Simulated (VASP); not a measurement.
# Hg (P6_3/mmc) in VASP: a series of runs

Runs on Hg. Level: PBE+D3(BJ). Tasks: single point.

Program: VASP 6.6.1. These are calculated values, not measurements. Logs are shortened: lines on timing, memory, paths and dates and some standing lists are left out, and cuts for length are marked.

### 1 The cell of the first run

The structure is hexagonal, space group P6_3/mmc (No. 194). Conventional cell: a = 3.296 Å, b = 3.296 Å, c = 4.969 Å, α = 90.00°, β = 90.00°, γ = 120.00°. Hg (site symmetry -6m2) has 12 Hg at 3.13 to 3.30 Å within 4.1 Å.

### 2 Single point, PBE+D3(BJ)

File INCAR:

```
  PREC = Accurate
  ENCUT = 520
  EDIFF = 1E-6
  ISMEAR = 0
  SIGMA = 0.15
  LREAL = False
  LASPH = True
  NELM = 60
  ALGO = Normal
  ISIF = 2
  LWAVE = False
  LCHARG = False
  GGA = PE
  IVDW = 12
  NBANDS = 19
```

File KPOINTS:

```
Automatic mesh
0
Gamma
  15 15 8
```

File POSCAR:

```
Hg
1.0
    3.2963000000      0.0000000000      0.0000000000
   -1.6481500000      2.8546795385      0.0000000000
    0.0000000000      0.0000000000      4.9690000000
Hg
2
Direct
    0.6666666667      0.3333333333      0.7500000000
    0.3333333333      0.6666666667      0.2500000000
```

Potentials or basis: VASP PAW PBE potentials, release 64 (Hg).

Started as:

```bash
$ cat potpaw_PBE.64/Hg/POTCAR > POTCAR
$ mpirun -np 1 vasp_std > vasp.out
```

OUTCAR:

```text
PREC = Accurate
   ENCUT = 520
   EDIFF = 1E-6
   ISMEAR = 0
   LREAL = False
   LASPH = True
   NELM = 60
   ISIF = 2
   GGA = PE
   IVDW = 12
 IVDW          = 12

 ion  position               nearest neighbor table
   1  0.667  0.333  0.750-   2 3.13   2 3.13   2 3.13   2 3.13   2 3.13   2 3.13
   2  0.333  0.667  0.250-   1 3.13   1 3.13   1 3.13   1 3.13   1 3.13   1 3.13

  LATTYP: Found a hexagonal cell.
 ALAT       =     3.2963000000
 C/A-ratio  =     1.5074477444

  Lattice vectors:

 A1 = (   3.2963000000,   0.0000000000,   0.0000000000)
 A2 = (  -1.6481500000,   2.8546795385,   0.0000000000)
 A3 = (   0.0000000000,   0.0000000000,   4.9690000000)

Analysis of symmetry for initial positions (statically):
=====================================================================
 Subroutine PRICEL returns:
 Original cell was already a primitive cell.

 Routine SETGRP: Setting up the symmetry group for a
 hexagonal supercell.

 Subroutine GETGRP returns: Found 24 space group operations
 (whereof 12 operations were pure point group operations)
 out of a pool of 24 trial point group operations.

The static configuration has the point symmetry D_3d.
 The point group associated with its full space group is D_6h.

Analysis of symmetry for dynamics (positions and initial velocities):
=====================================================================
 Subroutine PRICEL returns:
 Original cell was already a primitive cell.

 Routine SETGRP: Setting up the symmetry group for a
 hexagonal supercell.

 Subroutine GETGRP returns: Found 24 space group operations
 (whereof 12 operations were pure point group operations)
 out of a pool of 24 trial point group operations.

The dynamic configuration has the point symmetry D_3d.
 The point group associated with its full space group is D_6h.

 Subroutine INISYM returns: Found 24 space group operations
 (whereof 12 operations are pure point group operations),
 and found     1 'primitive' translations

----------------------------------------------------------------------------------------

                                     Primitive cell

  volume of cell :      46.7577

  direct lattice vectors                    reciprocal lattice vectors
     3.296300000  0.000000000  0.000000000     0.303370446  0.175151008  0.000000000
    -1.648150000  2.854679539  0.000000000     0.000000000  0.350302017  0.000000000
     0.000000000  0.000000000  4.969000000     0.000000000  0.000000000  0.201247736

  length of vectors
     3.296300000  3.296300000  4.969000000     0.350302017  0.350302017  0.201247736

  position of ions in fractional coordinates (direct lattice)
     0.666666667  0.333333333  0.750000000
     0.333333333  0.666666667  0.250000000

  ion indices of the primitive-cell ions
   primitive index   ion index
                 1           1
                 2           2

----------------------------------------------------------------------------------------

 KPOINTS: Automatic mesh

Automatic generation of k-mesh.
 Grid dimensions read from file:
 generate k-points for:   15   15    8

 Generating k-lattice:

  Cartesian coordinates                     Fractional coordinates (reciprocal lattice)
     0.020224696  0.011676734  0.000000000     0.066666667  0.000000000  0.000000000
     0.000000000  0.023353468  0.000000000     0.000000000  0.066666667  0.000000000
     0.000000000  0.000000000  0.025155967     0.000000000  0.000000000  0.125000000

  Length of vectors
     0.023353468  0.023353468  0.025155967

  Shift w.r.t. Gamma in fractional coordinates (k-lattice)
     0.000000000  0.000000000  0.000000000

 Subroutine IBZKPT returns following result:
 ===========================================

 Found    135 irreducible k-points:

 Following reciprocal coordinates:
            Coordinates               Weight
  0.000000  0.000000  0.000000      1.000000
  0.066667  0.000000  0.000000      6.000000
  0.133333  0.000000  0.000000      6.000000
  0.200000 -0.000000  0.000000      6.000000
  0.266667  0.000000  0.000000      6.000000
  0.333333  0.000000  0.000000      6.000000
[... 16 lines left out ...]
  0.333333  0.200000  0.000000     12.000000
  0.400000  0.200000  0.000000      6.000000
 [... further k-points ...]
   k-points           NKPTS =    135   k-points in BZ     NKDIM =    135   number of bands    NBANDS=     19
   number of dos      NEDOS =    301   number of ions     NIONS =      2
   total plane-waves  NPLWV =  31360
   dimension x,y,z NGX =    28 NGY =   28 NGZ =   40
   dimension x,y,z NGXF=    56 NGYF=   56 NGZF=   80
   ions per type =               2
   NGX,Y,Z   is equivalent  to a cutoff of  14.12, 14.12, 13.38 a.u.
   NGXF,Y,Z  is equivalent  to a cutoff of  28.24, 28.24, 26.77 a.u.
 SYSTEM =  unknown system
   PREC   = accura    normal or accurate (medium, high low for compatibility)
   ISTART =      0    job   : 0-new  1-cont  2-samecut
   ICHARG =      2    charge: 1-file 2-atom 10-const
   ISPIN  =      1    spin polarized calculation?
   LNONCOLLINEAR =      F non collinear calculations
   LSORBIT =      F    spin-orbit coupling
   LASPH  =      T    aspherical Exc in radial PAW
   ENCUT  =  520.0 eV  38.22 Ry    6.18 a.u.   6.13  6.13  9.24*2*pi/ulx,y,z
   NELM   =     60;   NELMIN=  2; NELMDL= -5     # of ELM steps
   EDIFF  = 0.1E-05   stopping-criterion for ELM
   LREAL  =      F    real-space projection
   EDIFFG = 0.1E-04   stopping-criterion for IOM
   NSW    =      0    number of steps for IOM
   IBRION =     -1    ionic relax: 0-MD 1-quasi-New 2-CG
   NFREE  =      0    steps in history (QN), initial steepest desc. (CG)
   ISIF   =      2    stress and relaxation
   ISYM   =      2    0-nonsym 1-usesym 2-fastsym
   POTIM  = 0.5000    time-step for ionic-motion
   TEBEG  =    0.0;   TEEND  =   0.0 temperature during run
   PSTRESS=    0.0 pullay stress
   NELECT =      24.0000    total number of electrons
   NUPDOWN=      -1.0000    fix difference up-down
   EMIN   =  10.00;   EMAX   =-10.00  energy-range for DOS
   EFERMI =   0.00;   METHOD = LEGACY
   ISMEAR =     0;   SIGMA  =   0.15  broadening in eV -4-tet -1-fermi 0-gaus
   EFERMI_NEDOS =   21; number of points for ismear=-14 and -15
   IALGO  =     38    algorithm
   IMIX   =      4    mixing-type and parameters
     AMIX     =   0.40;   BMIX     =  1.00
     AMIX_MAG =   1.60;   BMIX_MAG =  1.00
  volume/ion in A,a.u.               =      23.38       157.77
  Fermi-wavevector in a.u.,A,eV,Ry     =   1.310773  2.477002 23.376528  1.718126
  Thomas-Fermi vector in A             =   2.441280
   LORBIT       =      0    0 simple, 1 ext, 2 COOP (PROOUT), +10 PAW based schemes
   GGA     = PE    functional components
   LHFCALC =     F    Hartree Fock is set to
   AEXX    =    0.0000 exact exchange contribution
   IVDW    =    12    specifies the selected vdW correction
   LEPSILON=     F    determine dielectric tensor
   LRPA    =     F    only Hartree local field effects (RPA)
 non-spin polarized calculation
 Gauss-broadening in eV      SIGMA  =   0.15
  energy-cutoff  :      520.00
  volume of cell :       46.76
 maximum number of plane-waves:      1278
 NGX is ok and might be reduce to    28
   NGX = 13   NGY = 13   NGZ = 19

 number of electron      24.0000001 magnetization

 Free energy of the ion-electron system (eV)
  ---------------------------------------------------
  ext. energy  EPLUGINS =         0.00000000
  ---------------------------------------------------
  free energy    TOTEN  =        -0.17128321 eV

  energy without entropy =       -0.16506047  energy(sigma->0) =       -0.16817184

 E-fermi :   2.7223     XC(G=0): -10.9118

 val. band max:        2.6113154975   @ k =   0.2000   0.0667   0.0000
 cond. band min:       2.7270758315   @ k =   0.2667   0.0000   0.0000
 fundamental gap:      0.1157603340
 Fermi energy:         2.7223025055

 k-point     1 :       0.0000    0.0000    0.0000
  band No.  band energies     occupation
      1      -6.3174      2.00000
      2      -5.1633      2.00000
      3      -4.1461      2.00000
      4      -4.1461      2.00000
      5      -4.0019      2.00000
      6      -3.9912      2.00000
[... 11 lines left out ...]
     18      17.0108      0.00000
     19      17.0108      0.00000

 k-point     2 :       0.0667    0.0000    0.0000
  band No.  band energies     occupation
      1      -6.2242      2.00000
      2      -5.1192      2.00000
      3      -4.2043      2.00000
      4      -4.1073      2.00000
      5      -4.0176      2.00000
      6      -4.0146      2.00000
[... 11 lines left out ...]
     18      17.5189      0.00000
     19      17.7233      0.00000

 k-point     3 :       0.1333    0.0000    0.0000
  band No.  band energies     occupation
      1      -5.9562      2.00000
      2      -5.0077      2.00000
      3      -4.2892      2.00000
      4      -4.1015      2.00000
      5      -4.0769      2.00000
      6      -3.9961      2.00000
[... 11 lines left out ...]
     18      17.6191      0.00000
     19      18.0042      0.00000

 k-point     4 :       0.2000   -0.0000    0.0000
  band No.  band energies     occupation
      1      -5.5634      2.00000
      2      -4.9033      2.00000
      3      -4.3080      2.00000
      4      -4.2486      2.00000
      5      -4.1610      2.00000
      6      -3.9873      2.00000
[... 11 lines left out ...]
     18      15.9700      0.00000
     19      17.5043      0.00000

 k-point     5 :       0.2667    0.0000    0.0000
  band No.  band energies     occupation
      1      -5.1835      2.00000
      2      -4.9023      2.00000
      3      -4.4388      2.00000
      4      -4.2494      2.00000
      5      -4.1511      2.00000
      6      -3.9239      2.00000
[... 11 lines left out ...]
     18      14.9648      0.00000
     19      16.7002      0.00000

 k-point     6 :       0.3333    0.0000    0.0000
  band No.  band energies     occupation
      1      -4.9873      2.00000
      2      -4.9739      2.00000
      3      -4.6256      2.00000
      4      -4.3276      2.00000
      5      -3.9031      2.00000
      6      -3.7701      2.00000
[... 11 lines left out ...]
     18      14.7436      0.00000
     19      16.0681      0.00000

 k-point     7 :       0.4000    0.0000    0.0000
  band No.  band energies     occupation
      1      -5.0500      2.00000
      2      -4.9343      2.00000
      3      -4.7683      2.00000
      4      -4.3855      2.00000
      5      -3.7865      2.00000
      6      -3.7816      2.00000
[... 11 lines left out ...]
     18      14.6449      0.00000
     19      15.6379      0.00000

 k-point     8 :       0.4667    0.0000    0.0000
  band No.  band energies     occupation
      1      -5.0935      2.00000
      2      -4.9287      2.00000
      3      -4.8444      2.00000
      4      -4.4161      2.00000
      5      -3.8070      2.00000
      6      -3.7354      2.00000
[... 256 lines left out ...]
 k-point    20 :       0.4000    0.1333    0.0000
  band No.  band energies     occupation
      1      -4.9463      2.00000
      2      -4.8883      2.00000
      3      -4.7962      2.00000
      4      -4.3585      2.00000
      5      -3.8698      2.00000
      6      -3.7369      2.00000
[... 11 lines left out ...]
     18      13.2947      0.00000
     19      14.3472      0.00000

 k-point    21 :       0.2000    0.2000    0.0000
  band No.  band energies     occupation
      1      -4.8277      2.00000
      2      -4.6809      2.00000
      3      -4.6798      2.00000
      4      -4.2916      2.00000
      5      -4.2791      2.00000
      6      -3.8589      2.00000
[... 11 lines left out ...]
     18      13.4146      0.00000
     19      14.3783      0.00000

 k-point    22 :       0.2667    0.2000    0.0000
  band No.  band energies     occupation
      1      -4.8154      2.00000
      2      -4.7756      2.00000
      3      -4.6777      2.00000
      4      -4.3030      2.00000
      5      -4.1057      2.00000
      6      -3.8586      2.00000
[... 11 lines left out ...]
     18      12.1983      0.00000
     19      13.8394      0.00000

 k-point    23 :       0.3333    0.2000    0.0000
  band No.  band energies     occupation
      1      -4.9040      2.00000
      2      -4.7861      2.00000
      3      -4.6823      2.00000
      4      -4.3002      2.00000
      5      -3.9678      2.00000
      6      -3.9233      2.00000
[... 11 lines left out ...]
     18      11.8037      0.00000
     19      13.5623      0.00000

 k-point    24 :       0.4000    0.2000    0.0000
  band No.  band energies     occupation
      1      -4.9346      2.00000
      2      -4.7968      2.00000
      3      -4.6828      2.00000
      4      -4.2964      2.00000
      5      -3.9485      2.00000
      6      -3.9172      2.00000
[... 11 lines left out ...]
     18      11.6749      0.00000
     19      13.4735      0.00000

 [... further k-points ...]

------------------------ aborting loop because EDIFF is reached ----------------------------------------

 Edisp (eV)   -0.89562

 E8    (eV) :    -0.4054

  FORCE on cell =-STRESS in cart. coord.  units (eV):
  Direction    XX          YY          ZZ          XY          YZ          ZX
  --------------------------------------------------------------------------------------
  -------------------------------------------------------------------------------------
  Total       0.74509     0.74509     0.97170     0.00000    -0.00000    -0.00000
  in kB      25.53104    25.53104    33.29587     0.00000    -0.00000    -0.00000
  external pressure =       28.12 kB  Pullay stress =        0.00 kB

 VOLUME and BASIS-vectors are now :
 -----------------------------------------------------------------------------
  energy-cutoff  :      520.00
  volume of cell :       46.76
      direct lattice vectors                 reciprocal lattice vectors
     3.296300000  0.000000000  0.000000000     0.303370446  0.175151008  0.000000000
    -1.648150000  2.854679539  0.000000000     0.000000000  0.350302017  0.000000000
     0.000000000  0.000000000  4.969000000     0.000000000  0.000000000  0.201247736

 POSITION                                       TOTAL-FORCE (eV/Angst)
 -----------------------------------------------------------------------------------
      1.64815      0.95156      3.72675         0.000000     -0.000000      0.000000
     -0.00000      1.90312      1.24225        -0.000000      0.000000     -0.000000
 -----------------------------------------------------------------------------------
    total drift:                               -0.000000      0.000000     -0.000000

  FREE ENERGIE OF THE ION-ELECTRON SYSTEM (eV)
  ---------------------------------------------------
  free  energy   TOTEN  =        -1.0669061023 eV

  energy  without entropy=       -1.0606833607  energy(sigma->0) =       -1.06379473
```

Wall time 42 s (1 thread of Intel Xeon 6975P-C (Granite Rapids), shared host); peak memory 0.25 GiB.

What came out:

- Free energy: -1.0669 eV
- Pressure: 2.8 GPa
- Band gap on the k mesh: zero (bands 12 and 13 overlap by 1.04 eV)
- Dispersion energy per atom: -0.448 eV

Stress tensor (GPa, compression positive):
```
2.55 0.00 0.00
0.00 2.55 0.00
0.00 0.00 3.33
```

Levels at points of the mesh, in eV from the Fermi level:
| k point | band 8 | band 9 | band 10 | band 11 | band 12 | band 13 | band 14 | band 15 | band 16 | band 17 |
| --- | --- | --- | --- | --- | --- | --- | --- | --- | --- | --- |
| (0.00, 0.00, 0.00) | -6.69 | -6.69 | -5.81 | -5.81 | -1.11 | -0.58 | 11.63 | 11.63 | 12.61 | 14.24 |
| (0.00, 0.00, 0.50) | -6.47 | -6.03 | -6.03 | -6.03 | -6.03 | 8.28 | 8.28 | 12.84 | 12.84 | 12.84 |

Caveat: spin-orbit coupling is left out, which moves the levels of the heavy elements.

### 3 Single point, PBE+D3(BJ)

This run uses another cell than the first one, of 23.91 Å³/atom.

File INCAR:

```
ALGO = Normal
EDIFF = 1E-7
ENCUT = 520
GGA = PE
ISIF = 2
ISMEAR = 0
IVDW = 12
LASPH = T
LCHARG = F
LREAL = F
LWAVE = F
NBANDS = 19
NELM = 100
PREC = Accurate
SIGMA = 0.15
```

File KPOINTS:

```
k-points
0
Gamma
  15 15 8
```

File POSCAR:

```
Hg
1.0
    3.1846000000      0.0000000000      0.0000000000
   -1.5923000000      2.7579445009      0.0000000000
    0.0000000000      0.0000000000      5.4448000000
Hg
2
Direct
    0.6666666667      0.3333333333      0.7500000000
    0.3333333333      0.6666666667      0.2500000000
```

Potentials or basis: VASP PAW PBE potentials, release 64 (Hg).

Started as:

```bash
$ cat potpaw_PBE.64/Hg/POTCAR > POTCAR
$ mpirun -np 1 vasp_std > vasp.out
```

It took 37 s on 1 thread of Intel Xeon 6975P-C (Granite Rapids), shared host; peak memory 0.23 GiB.

It converged, with:

```yaml
Free_energy: -1.0779 eV
Pressure: 1.9 GPa
Band_gap_on_the_k_mesh: zero (bands 12 and 13 overlap by 1.78 eV)
Dispersion_energy_per_atom: -0.438 eV
```

Stress tensor (GPa, compression positive):
```
2.31 0.00 0.00
0.00 2.31 0.00
0.00 0.00 1.04
```

Levels at points of the mesh, in eV from the Fermi level:
```
           k point  band 9  band 10  band 11  band 12  band 13  band 14  band 15  band 16
(0.00, 0.00, 0.00)   -6.29    -5.74    -5.74    -1.94    -1.56    13.19    13.31    13.31
(0.00, 0.00, 0.50)   -5.94    -5.94    -5.94    -5.94     5.90     5.90    13.81    13.81
```

Caveat: spin-orbit coupling is left out, which moves the levels of the heavy elements.

[end of part 1 of 2]
